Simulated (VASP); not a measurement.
Here is a VASP 6.6.1 calculation.

POSCAR

```
SnAs
1.0
    0.0000000000      2.8405000000      2.8405000000
    2.8405000000      0.0000000000      2.8405000000
    2.8405000000      2.8405000000      0.0000000000
Sn As
1 1
Direct
    0.0000000000      0.0000000000      0.0000000000
    0.5000000000      0.5000000000      0.5000000000
```

File INCAR.step1:

```
PREC = Accurate
ENCUT = 600
ISMEAR = -1
SIGMA = 0.1
LREAL = F
LASPH = T
NELM = 80
GGA = PE
ALGO = Normal
EDIFF = 1E-4
LWAVE = T
LCHARG = F
```

INCAR.step2

```
PREC = Accurate
ENCUT = 600
EDIFF = 1E-6
ISMEAR = -1
SIGMA = 0.1
LREAL = F
LASPH = T
NELM = 80
ALGO = Normal
ISIF = 3
LWAVE = F
LCHARG = F
METAGGA = R2SCAN
LMIXTAU = T
IBRION = 2
NSW = 60
EDIFFG = -0.02
ISTART = 1
```

The input KPOINTS:

```
regular mesh
0
Gamma
  7 7 7
```

Potentials or basis: VASP PAW PBE potentials, release 64 (Sn_d, As).

Launch:

```console
$ cat potpaw_PBE.64/Sn_d/POTCAR potpaw_PBE.64/As/POTCAR > POTCAR
$ cp INCAR.step1 INCAR
$ mpirun -np 1 vasp_std > vasp.out
$ cp INCAR.step2 INCAR
$ mpirun -np 1 vasp_std > vasp.out
```

(1) Predict the space group after relaxing (to 0.05 Å).

(2) What does it give for the relaxed volume?

(3) Predict the relaxed cell.

Results:

(1) Fm-3m (No. 225).

(2) 23.81 Å³/atom.

(3) a = 4.069 Å, b = 4.069 Å, c = 4.069 Å, α = 60.00°, β = 60.00°, γ = 60.00°.

Caveat: the PAW data sets were made with another functional, which shifts forces and pressure a little.
